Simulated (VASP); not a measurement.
## ZrC: single point with PBE

ZrC:

```
Zr C
1.0
     3.05611    0.00000    0.00000
    -1.52806    2.64667    0.00000
     0.00000    0.00000    2.97526
Zr C
1 1
Direct
  0.00000 0.00000 0.00000
  0.66667 0.33333 0.50000
```

```json
{
 "Program": "VASP 6.6.1",
 "Task": "single point",
 "Functional": "PBE",
 "Potentials or basis": "VASP PAW PBE potentials, release 64 (Zr_sv, C)",
 "Cutoff": "520 eV",
 "k mesh": "6 × 6 × 6",
 "Occupations": "gaussian, width 0.1 eV",
 "Spin": "no spin polarisation",
 "Dipole correction": "no",
 "Further INCAR settings": "ALGO = Normal; EDIFF = 1e-06; NBANDS = 15"
}
```

```
Pressure               : 26.8 GPa
Band gap on the k mesh : zero (band 8 reaches 10.82 eV, above the bottom of band 9 at 10.36 eV)
```

Stress tensor (GPa, compression positive):
```
37.21  0.00  0.00
 0.00 37.21  0.00
 0.00  0.00  5.89
```

Levels at points of the mesh, in eV from the Fermi level:
| k point | band 4 | band 5 | band 6 | band 7 | band 8 | band 9 | band 10 | band 11 | band 12 | band 13 |
| --- | --- | --- | --- | --- | --- | --- | --- | --- | --- | --- |
| (0.00, 0.00, 0.00) | -25.27 | -11.30 | -1.53 | -1.28 | -1.28 | 1.36 | 5.87 | 5.87 | 6.62 | 6.70 |
| (0.50, 0.00, 0.00) | -25.07 | -8.81 | -4.20 | -1.52 | -0.99 | 0.94 | 4.96 | 6.67 | 6.75 | 7.86 |
| (0.00, 0.00, 0.50) | -25.29 | -8.16 | -5.28 | -0.02 | -0.02 | 1.80 | 1.80 | 5.33 | 5.74 | 5.74 |
| (0.50, 0.00, 0.50) | -25.56 | -9.41 | -3.87 | -2.18 | -2.11 | 2.41 | 6.68 | 7.73 | 7.77 | 10.14 |

Wall time 8.1 s on 1 thread of Intel(R) Xeon(R) Platinum 8259CL CPU @ 2.50GHz (Skylake/Cascade Lake), on a shared host, peak memory 0.14 GiB.

Caveat: the k points lie up to 0.40 Å⁻¹ apart.
